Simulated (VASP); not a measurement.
Runs of VASP 6.6.1 on H. The cell holds a molecule in a box, 1 atom: a = 10.500 Å, b = 11.000 Å, c = 11.500 Å, α = 90.00°, β = 90.00°, γ = 90.00°. 

```csv
level,potentials or basis,cutoff (eV),grid for exact exchange (PRECFOCK),share of exact exchange,screening parameter,gap on the mesh (eV),moment (μB)
PBE,"VASP PAW PBE potentials, release 64 (H)",400,-,-,-,7.36,1.00
PBE+D4,"VASP PAW PBE potentials, release 64 (H)",400,-,-,-,7.36,1.00
r2SCAN,"VASP PAW PBE potentials, release 64 (H)",440,-,-,-,(b),1.00
LDA,"VASP PAW LDA potentials, release 64 (H)",400,-,-,-,4.92,1.00
revPBE+D3(BJ),"VASP PAW PBE potentials, release 64 (H)",400,-,-,-,(a),1.00
HSE06+D3(BJ),"VASP PAW PBE potentials, release 64 (H)",400,Normal,0.25,0.2079 1/Å,8.52,1.00
PBE+D3(BJ),"VASP PAW PBE potentials, release 64 (H)",400,-,-,-,7.36,1.00
r2SCAN+rVV10,"VASP PAW PBE potentials, release 64 (H)",440,-,-,-,6.23,1.00
```

Alike in all rows: task single point; spin collinear; cell as given; k mesh 1 × 1 × 1; smearing gaussian 0.005 eV.

Problem. Estimate the missing entries.

Solution. (a) 7.33; (b) 6.29.

